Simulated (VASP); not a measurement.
A run of VASP 6.6.1 is set up as follows.

File INCAR:

```
SYSTEM = ZrTi3C4
PREC     = Accurate       ! precision mode
ENCUT    = 520            ! plane-wave cutoff, eV
EDIFF    = 1E-7           ! SCF threshold, eV
ISMEAR   = 0              ! smearing method
SIGMA    = 0.1            ! smearing width, eV
LREAL    = .FALSE.        ! projectors in reciprocal space
LASPH    = .TRUE.         ! aspherical terms in the spheres
NELM     = 60             ! most SCF steps
ALGO     = Normal         ! electronic algorithm
ISIF     = 2              ! what is computed and relaxed
LWAVE    = .FALSE.        ! write WAVECAR
LCHARG   = .FALSE.        ! write CHGCAR
GGA      = PS             ! functional
NBANDS   = 42             ! bands
```

The input KPOINTS:

```
Automatic mesh
0
G
  12 12 12
  0 0 0
```

POSCAR

```
ZrTi3C4
1.0
   -2.2242579000      2.2242579000      4.4291169000
    2.2242579000     -2.2242579000      4.4291169000
    2.2242579000      2.2242579000     -4.4291169000
Zr Ti C
1 3 4
Direct
    0.5000000000      0.5000000000      0.0000000000
    0.0000000000      0.0000000000      0.0000000000
    0.7500000000      0.2500000000      0.5000000000
    0.2500000000      0.7500000000      0.5000000000
    0.2439420000      0.2439420000      0.0000000000
    0.0000000000      0.5000000000      0.5000000000
    0.7560580000      0.7560580000      0.0000000000
    0.5000000000      0.0000000000      0.5000000000
```

Potentials or basis: VASP PAW PBE potentials, release 64 (Zr_sv, Ti_sv, C).

Command:

```console
$ cat potpaw_PBE.64/Zr_sv/POTCAR potpaw_PBE.64/Ti_sv/POTCAR potpaw_PBE.64/C/POTCAR > POTCAR
$ mpirun -np 1 vasp_std > vasp.out
```

Q: Estimate the pressure.

A: -6.2 GPa.

Q: Predict the band gap on the k mesh.

A: Zero (band 32 reaches 9.94 eV, above the bottom of band 33 at 8.89 eV).

Caveat: the PAW data sets were made with another functional, which shifts forces and pressure a little.
